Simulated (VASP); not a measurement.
# InAs (F-43m) in VASP: a series of runs

Runs on InAs. Level: PBE. Tasks: single point.

Program: VASP 6.6.1. These are calculated values, not measurements. Logs are shortened: lines on timing, memory, paths and dates and some standing lists are left out, and cuts for length are marked.

### Step 1. The cell of the first run

Symmetry: F-43m, No. 216, cubic system. Conventional cell: a = 6.036 Å, b = 6.036 Å, c = 6.036 Å, α = 90.00°, β = 90.00°, γ = 90.00°. In (site symmetry -43m) has 4 As at 2.61 Å within 3.4 Å. Within 3.4 Å of As (site symmetry -43m) lie 4 In at 2.61 Å.

### Step 2. Single point, PBE

INCAR reads:

```
SYSTEM = InAs
PREC = Accurate ; ENCUT = 520
EDIFF = 1E-6 ; ISMEAR = -1
SIGMA = 0.05 ; LREAL = .False.
LASPH = .True. ; NELM = 80
ALGO = Normal ; ISIF = 2
LWAVE = .False. ; LCHARG = .False.
GGA = PE ; NBANDS = 16
```

KPOINTS reads:

```
regular mesh
0
Gamma
  7 7 7
  0 0 0
```

POSCAR reads:

```
InAs
1.0
    0.0000000000      3.0180000000      3.0180000000
    3.0180000000      0.0000000000      3.0180000000
    3.0180000000      3.0180000000      0.0000000000
In As
1 1
Direct
    0.0000000000      0.0000000000      0.0000000000
    0.7500000000      0.7500000000      0.7500000000
```

Potentials or basis: VASP PAW PBE potentials, release 64 (In_d, As).

Started as:

```sh
$ cat potpaw_PBE.64/In_d/POTCAR potpaw_PBE.64/As/POTCAR > POTCAR
$ mpirun -np 1 vasp_std > vasp.out
```

OUTCAR:

```text
SYSTEM = InAs
   PREC = Accurate
   ENCUT = 520
   EDIFF = 1E-6
   ISMEAR = -1
   LREAL = .False.
   LASPH = .True.
   NELM = 80
   ISIF = 2
   GGA = PE

 ion  position               nearest neighbor table
   1  0.000  0.000  0.000-   2 2.61   2 2.61   2 2.61   2 2.61
   2  0.750  0.750  0.750-   1 2.61   1 2.61   1 2.61   1 2.61

  LATTYP: Found a face centered cubic cell.
 ALAT       =     6.0360000000

  Lattice vectors:

 A1 = (   0.0000000000,   3.0180000000,   3.0180000000)
 A2 = (   3.0180000000,   0.0000000000,   3.0180000000)
 A3 = (   3.0180000000,   3.0180000000,   0.0000000000)

Analysis of symmetry for initial positions (statically):
=====================================================================
 Subroutine PRICEL returns:
 Original cell was already a primitive cell.

 Routine SETGRP: Setting up the symmetry group for a
 face centered cubic supercell.

 Subroutine GETGRP returns: Found 24 space group operations
 (whereof 24 operations were pure point group operations)
 out of a pool of 48 trial point group operations.

The static configuration has the point symmetry T_d .

Analysis of symmetry for dynamics (positions and initial velocities):
=====================================================================
 Subroutine PRICEL returns:
 Original cell was already a primitive cell.

 Routine SETGRP: Setting up the symmetry group for a
 face centered cubic supercell.

 Subroutine GETGRP returns: Found 24 space group operations
 (whereof 24 operations were pure point group operations)
 out of a pool of 48 trial point group operations.

The dynamic configuration has the point symmetry T_d .

 Subroutine INISYM returns: Found 24 space group operations
 (whereof 24 operations are pure point group operations),
 and found     1 'primitive' translations

----------------------------------------------------------------------------------------

                                     Primitive cell

  volume of cell :      54.9778

  direct lattice vectors                    reciprocal lattice vectors
     0.000000000  3.018000000  3.018000000    -0.165672631  0.165672631  0.165672631
     3.018000000  0.000000000  3.018000000     0.165672631 -0.165672631  0.165672631
     3.018000000  3.018000000  0.000000000     0.165672631  0.165672631 -0.165672631

  length of vectors
     4.268096531  4.268096531  4.268096531     0.286953414  0.286953414  0.286953414

  position of ions in fractional coordinates (direct lattice)
     0.000000000  0.000000000  0.000000000
     0.750000000  0.750000000  0.750000000

  ion indices of the primitive-cell ions
   primitive index   ion index
                 1           1
                 2           2

----------------------------------------------------------------------------------------

 KPOINTS: regular mesh

Automatic generation of k-mesh.
 Grid dimensions read from file:
 generate k-points for:    7    7    7

 Generating k-lattice:

  Cartesian coordinates                     Fractional coordinates (reciprocal lattice)
    -0.023667519  0.023667519  0.023667519     0.142857143  0.000000000  0.000000000
     0.023667519 -0.023667519  0.023667519     0.000000000  0.142857143  0.000000000
     0.023667519  0.023667519 -0.023667519     0.000000000  0.000000000  0.142857143

  Length of vectors
     0.040993345  0.040993345  0.040993345

  Shift w.r.t. Gamma in fractional coordinates (k-lattice)
     0.000000000  0.000000000  0.000000000

 Subroutine IBZKPT returns following result:
 ===========================================

 Found     20 irreducible k-points:

 Following reciprocal coordinates:
            Coordinates               Weight
  0.000000  0.000000  0.000000      1.000000
  0.142857  0.000000  0.000000      8.000000
  0.285714  0.000000  0.000000      8.000000
  0.428571  0.000000  0.000000      8.000000
  0.142857  0.142857  0.000000      6.000000
  0.285714  0.142857  0.000000     24.000000
[... 12 lines left out ...]
 -0.428571  0.428571  0.142857     24.000000
 -0.285714  0.428571  0.142857     24.000000
   k-points           NKPTS =     20   k-points in BZ     NKDIM =     20   number of bands    NBANDS=     16
   number of dos      NEDOS =    301   number of ions     NIONS =      2
   total plane-waves  NPLWV =  32768
   dimension x,y,z NGX =    32 NGY =   32 NGZ =   32
   dimension x,y,z NGXF=    64 NGYF=   64 NGZF=   64
   ions per type =               1   1
   NGX,Y,Z   is equivalent  to a cutoff of  12.46, 12.46, 12.46 a.u.
   NGXF,Y,Z  is equivalent  to a cutoff of  24.93, 24.93, 24.93 a.u.
 SYSTEM =  InAs
   PREC   = accura    normal or accurate (medium, high low for compatibility)
   ISTART =      0    job   : 0-new  1-cont  2-samecut
   ICHARG =      2    charge: 1-file 2-atom 10-const
   ISPIN  =      1    spin polarized calculation?
   LNONCOLLINEAR =      F non collinear calculations
   LSORBIT =      F    spin-orbit coupling
   LASPH  =      T    aspherical Exc in radial PAW
   ENCUT  =  520.0 eV  38.22 Ry    6.18 a.u.   7.94  7.94  7.94*2*pi/ulx,y,z
   NELM   =     80;   NELMIN=  2; NELMDL= -5     # of ELM steps
   EDIFF  = 0.1E-05   stopping-criterion for ELM
   LREAL  =      F    real-space projection
   EDIFFG = 0.1E-04   stopping-criterion for IOM
   NSW    =      0    number of steps for IOM
   IBRION =     -1    ionic relax: 0-MD 1-quasi-New 2-CG
   NFREE  =      0    steps in history (QN), initial steepest desc. (CG)
   ISIF   =      2    stress and relaxation
   ISYM   =      2    0-nonsym 1-usesym 2-fastsym
   POTIM  = 0.5000    time-step for ionic-motion
   TEBEG  =    0.0;   TEEND  =   0.0 temperature during run
   PSTRESS=    0.0 pullay stress
   NELECT =      18.0000    total number of electrons
   NUPDOWN=      -1.0000    fix difference up-down
   EMIN   =  10.00;   EMAX   =-10.00  energy-range for DOS
   EFERMI =   0.00;   METHOD = LEGACY
   ISMEAR =    -1;   SIGMA  =   0.05  broadening in eV -4-tet -1-fermi 0-gaus
   EFERMI_NEDOS =   21; number of points for ismear=-14 and -15
   IALGO  =     38    algorithm
   IMIX   =      4    mixing-type and parameters
     AMIX     =   0.40;   BMIX     =  1.00
     AMIX_MAG =   1.60;   BMIX_MAG =  1.00
  volume/ion in A,a.u.               =      27.49       185.50
  Fermi-wavevector in a.u.,A,eV,Ry     =   1.128331  2.132236 17.321990  1.273130
  Thomas-Fermi vector in A             =   2.265020
   LORBIT       =      0    0 simple, 1 ext, 2 COOP (PROOUT), +10 PAW based schemes
   GGA     = PE    functional components
   LHFCALC =     F    Hartree Fock is set to
   AEXX    =    0.0000 exact exchange contribution
   IVDW    =     0    specifies the selected vdW correction
   LEPSILON=     F    determine dielectric tensor
   LRPA    =     F    only Hartree local field effects (RPA)
 non-spin polarized calculation
  energy-cutoff  :      520.00
  volume of cell :       54.98
 maximum number of plane-waves:      1494
   NGX = 15   NGY = 15   NGZ = 15

 number of electron      17.9999991 magnetization

 Free energy of the ion-electron system (eV)
  ---------------------------------------------------
  ext. energy  EPLUGINS =         0.00000000
  ---------------------------------------------------
  free energy    TOTEN  =        -7.65721954 eV

  energy without entropy =       -7.65653390  energy(sigma->0) =       -7.65687672

 E-fermi :   4.6061     XC(G=0):  -9.1162

 val. band max:        4.5656515821   @ k =   0.0000   0.0000   0.0000
 cond. band min:       5.5637969865   @ k =   0.4286   0.0000   0.0000
 fundamental gap:      0.9981454044
 Fermi energy:         4.6061251104

 k-point     1 :       0.0000    0.0000    0.0000
  band No.  band energies     occupation
      1      -9.8400      2.00000
      2      -9.8400      2.00000
      3      -9.8400      2.00000
      4      -9.7120      2.00000
      5      -9.7120      2.00000
      6      -7.3311      2.00000
[... 8 lines left out ...]
     15      14.2596      0.00000
     16      14.2596      0.00000

 k-point     2 :       0.1429    0.0000    0.0000
  band No.  band energies     occupation
      1      -9.8662      2.00000
      2      -9.8324      2.00000
      3      -9.8324      2.00000
      4      -9.7121      2.00000
      5      -9.7121      2.00000
      6      -7.1195      2.00000
[... 8 lines left out ...]
     15      13.2746      0.00000
     16      13.2746      0.00000

 k-point     3 :       0.2857    0.0000    0.0000
  band No.  band energies     occupation
      1      -9.9204      2.00000
      2      -9.8177      2.00000
      3      -9.8177      2.00000
      4      -9.7098      2.00000
      5      -9.7098      2.00000
      6      -6.5591      2.00000
[... 8 lines left out ...]
     15      13.2926      0.00000
     16      13.2926      0.00000

 k-point     4 :       0.4286    0.0000    0.0000
  band No.  band energies     occupation
      1      -9.9602      2.00000
      2      -9.8089      2.00000
      3      -9.8089      2.00000
      4      -9.7048      2.00000
      5      -9.7048      2.00000
      6      -5.9539      2.00000
[... 8 lines left out ...]
     15      14.7306      0.00000
     16      14.7306      0.00000
[... 248 lines left out ...]
 k-point    18 :      -0.4286    0.2857    0.1429
  band No.  band energies     occupation
      1      -9.9835      2.00000
      2      -9.7971      2.00000
      3      -9.7816      2.00000
      4      -9.7216      2.00000
      5      -9.7033      2.00000
      6      -5.5983      2.00000
[... 8 lines left out ...]
     15      14.8709      0.00000
     16      15.9396      0.00000

 k-point    19 :      -0.4286    0.4286    0.1429
  band No.  band energies     occupation
      1     -10.0056      2.00000
      2      -9.7795      2.00000
      3      -9.7661      2.00000
      4      -9.7362      2.00000
      5      -9.6965      2.00000
      6      -5.3939      2.00000
[... 8 lines left out ...]
     15      15.7155      0.00000
     16      16.7418      0.00000

 k-point    20 :      -0.2857    0.4286    0.1429
  band No.  band energies     occupation
      1      -9.9994      2.00000
      2      -9.7893      2.00000
      3      -9.7672      2.00000
      4      -9.7276      2.00000
      5      -9.7032      2.00000
      6      -5.2998      2.00000
[... 8 lines left out ...]
     15      15.1315      0.00000
     16      17.0966      0.00000

------------------------ aborting loop because EDIFF is reached ----------------------------------------

  FORCE on cell =-STRESS in cart. coord.  units (eV):
  Direction    XX          YY          ZZ          XY          YZ          ZX
  --------------------------------------------------------------------------------------
  -------------------------------------------------------------------------------------
  Total        1.5019353      1.5019353      1.5019353      0.0000000      0.0000000     -0.0000000
  in kB       43.7697526     43.7697526     43.7697526      0.0000000      0.0000000     -0.0000000
  external PRESSURE =      43.7697526 kB  Pullay stress =       0.0000000 kB

 VOLUME and BASIS-vectors are now :
 -----------------------------------------------------------------------------
  energy-cutoff  :      520.00
  volume of cell :       54.98
      direct lattice vectors                 reciprocal lattice vectors
     0.000000000  3.018000000  3.018000000    -0.165672631  0.165672631  0.165672631
     3.018000000  0.000000000  3.018000000     0.165672631 -0.165672631  0.165672631
     3.018000000  3.018000000  0.000000000     0.165672631  0.165672631 -0.165672631

 POSITION                                       TOTAL-FORCE (eV/Angst)
 -----------------------------------------------------------------------------------
      0.00000      0.00000      0.00000         0.000000      0.000000      0.000000
      4.52700      4.52700      4.52700        -0.000000     -0.000000     -0.000000
 -----------------------------------------------------------------------------------
    total drift:                                0.000000      0.000000      0.000000

  FREE ENERGIE OF THE ION-ELECTRON SYSTEM (eV)
  ---------------------------------------------------
  free  energy   TOTEN  =        -7.6572195417 eV

  energy  without entropy=       -7.6565338969  energy(sigma->0) =       -7.65687672
```

Wall time 20 s (1 thread of Intel Xeon 8259CL, shared host); peak memory 0.18 GiB.

What came out:

```yaml
Free_energy: -7.6572 eV
Pressure: 4.4 GPa
Band_gap_on_the_k_mesh: zero (filled and empty bands touch)
```

Caveat: spin-orbit coupling is left out, which moves the levels of the heavy elements.

### Step 3. Single point, PBE

INCAR reads:

```
SYSTEM = InAs
PREC     = Accurate       ! precision mode
ENCUT    = 520            ! plane-wave cutoff, eV
EDIFF    = 1E-7           ! SCF threshold, eV
ISMEAR   = 0              ! smearing method
SIGMA    = 0.1            ! smearing width, eV
LREAL    = .False.        ! projectors in reciprocal space
LASPH    = .True.         ! aspherical terms in the spheres
NELM     = 80             ! most SCF steps
ALGO     = Normal         ! electronic algorithm
ISIF     = 2              ! what is computed and relaxed
LWAVE    = .False.        ! write WAVECAR
LCHARG   = .True.         ! write CHGCAR
GGA      = PE             ! functional
LELF     = .True.         ! ELF
LVHAR    = .True.       
NBANDS   = 16             ! bands
```

KPOINTS reads:

```
regular mesh
0
Gamma
  11 11 11
  0 0 0
```

POSCAR is that of step 2.

Potentials or basis: VASP PAW PBE potentials, release 64 (In_d, As).

Started as:

```sh
$ cat potpaw_PBE.64/In_d/POTCAR potpaw_PBE.64/As/POTCAR > POTCAR
$ mpirun -np 1 vasp_std > vasp.out
```

OUTCAR:

```text
SYSTEM = InAs
   PREC = Accurate
   ENCUT = 520
   EDIFF = 1E-7
   ISMEAR = 0
   LREAL = .False.
   LASPH = .True.
   NELM = 80
   ISIF = 2
   GGA = PE

 ion  position               nearest neighbor table
   1  0.000  0.000  0.000-   2 2.61   2 2.61   2 2.61   2 2.61
   2  0.750  0.750  0.750-   1 2.61   1 2.61   1 2.61   1 2.61

  LATTYP: Found a face centered cubic cell.
 ALAT       =     6.0360000000

  Lattice vectors:

 A1 = (   0.0000000000,   3.0180000000,   3.0180000000)
 A2 = (   3.0180000000,   0.0000000000,   3.0180000000)
 A3 = (   3.0180000000,   3.0180000000,   0.0000000000)

Analysis of symmetry for initial positions (statically):
=====================================================================
 Subroutine PRICEL returns:
 Original cell was already a primitive cell.

 Routine SETGRP: Setting up the symmetry group for a
 face centered cubic supercell.

 Subroutine GETGRP returns: Found 24 space group operations
 (whereof 24 operations were pure point group operations)
 out of a pool of 48 trial point group operations.

[... 156 lines left out ...]
  ext. energy  EPLUGINS =         0.00000000
  ---------------------------------------------------
  free energy    TOTEN  =        -7.66487616 eV

  energy without entropy =       -7.66469757  energy(sigma->0) =       -7.66478686

 E-fermi :   4.6129     XC(G=0):  -9.1171

 val. band max:        4.5626923898   @ k =   0.0000   0.0000   0.0000
 cond. band min:       5.4620434850   @ k =   0.0909   0.0000   0.0000
 fundamental gap:      0.8993510952
 Fermi energy:         4.6128568837

 k-point     1 :       0.0000    0.0000    0.0000
  band No.  band energies     occupation
      1      -9.8396      2.00000
      2      -9.8396      2.00000
      3      -9.8396      2.00000
      4      -9.7114      2.00000
      5      -9.7114      2.00000
      6      -7.3341      2.00000
[... 433 lines left out ...]
      3      -9.8099      2.00000
      4      -9.7159      2.00000
      5      -9.7067      2.00000
      6      -6.4967      2.00000
[... 8 lines left out ...]
     15      14.0480      0.00000
     16      14.9119      0.00000

 [... further k-points ...]
[... 5 lines left out ...]
  --------------------------------------------------------------------------------------
  -------------------------------------------------------------------------------------
  Total        1.4916445      1.4916445      1.4916445      0.0000000      0.0000000     -0.0000000
  in kB       43.4698571     43.4698571     43.4698571      0.0000000      0.0000000     -0.0000000
  external PRESSURE =      43.4698571 kB  Pullay stress =       0.0000000 kB

 VOLUME and BASIS-vectors are now :
 -----------------------------------------------------------------------------
  energy-cutoff  :      520.00
  volume of cell :       54.98
      direct lattice vectors                 reciprocal lattice vectors
     0.000000000  3.018000000  3.018000000    -0.165672631  0.165672631  0.165672631
     3.018000000  0.000000000  3.018000000     0.165672631 -0.165672631  0.165672631
     3.018000000  3.018000000  0.000000000     0.165672631  0.165672631 -0.165672631

 POSITION                                       TOTAL-FORCE (eV/Angst)
 -----------------------------------------------------------------------------------
      0.00000      0.00000      0.00000         0.000000      0.000000      0.000000
      4.52700      4.52700      4.52700        -0.000000     -0.000000     -0.000000
 -----------------------------------------------------------------------------------
    total drift:                                0.000000      0.000000      0.000000

  FREE ENERGIE OF THE ION-ELECTRON SYSTEM (eV)
  ---------------------------------------------------
  free  energy   TOTEN  =        -7.6648761586 eV

  energy  without entropy=       -7.6646975711  energy(sigma->0) =       -7.66478686
```

Wall time 54 s (1 thread of Intel Xeon 8259CL, shared host); peak memory 0.21 GiB.

What came out:

```yaml
Free_energy: -7.6649 eV
Pressure: 4.3 GPa
Band_gap_on_the_k_mesh: zero (filled and empty bands touch)
```

Caveat: spin-orbit coupling is left out, which moves the levels of the heavy elements.

### Step 4. Single point, PBE

INCAR reads:

```
SYSTEM = InAs
PREC     = Accurate       ! precision mode
ENCUT    = 520            ! plane-wave cutoff, eV
EDIFF    = 1E-6           ! SCF threshold, eV
ISMEAR   = 0              ! smearing method
SIGMA    = 0.1            ! smearing width, eV
LREAL    = .FALSE.        ! projectors in reciprocal space
LASPH    = .TRUE.         ! aspherical terms in the spheres
NELM     = 80             ! most SCF steps
ALGO     = Normal         ! electronic algorithm
ISIF     = 2              ! what is computed and relaxed
LWAVE    = .FALSE.        ! write WAVECAR
LCHARG   = .TRUE.         ! write CHGCAR
GGA      = PE             ! functional
LELF     = .TRUE.         ! ELF
LVHAR    = .TRUE.       
NBANDS   = 16             ! bands
```

KPOINTS reads:

```
regular mesh
0
G
  13 13 13
  0 0 0
```

POSCAR is that of step 3.

Started as:

```sh
$ cat potpaw_PBE.64/In_d/POTCAR potpaw_PBE.64/As/POTCAR > POTCAR
$ mpirun -np 1 vasp_std > vasp.out
```

Wall time 61 s (1 thread of Intel Xeon 8259CL, shared host); peak memory 0.22 GiB.

Results (log left out):

- Free energy: -7.6653 eV
- Pressure: 4.3 GPa
- Band gap on the k mesh: zero (filled and empty bands touch)

Levels at points of the mesh, in eV from the Fermi level:
| k point | band 7 | band 8 | band 9 | band 10 | band 11 | band 12 |
| --- | --- | --- | --- | --- | --- | --- |
| (0.00, 0.00, 0.00) | -0.23 | -0.07 | -0.07 | -0.07 | 3.84 | 3.84 |

Caveat: spin-orbit coupling is left out, which moves the levels of the heavy elements.

### Step 5. The runs side by side

| k mesh | smearing | gap on the mesh (eV) | pressure (GPa) |
| --- | --- | --- | --- |
| 7 × 7 × 7 | fermi-dirac 0.05 eV | none | 4.4 |
| 11 × 11 × 11 | gaussian 0.1 eV | none | 4.3 |
| 13 × 13 × 13 | gaussian 0.1 eV | none | 4.3 |

Alike in all rows: task single point; level PBE; potentials or basis VASP PAW PBE potentials, release 64 (In_d, As); no spin polarisation; cell as given; cutoff (eV) 520.

Every run on the cell as given and a fine mesh finds a metal.

Caveats: spin-orbit coupling is left out, which moves the levels of the heavy elements.

Total energies depend on the potentials used, so only differences within one code and one set of settings carry meaning.
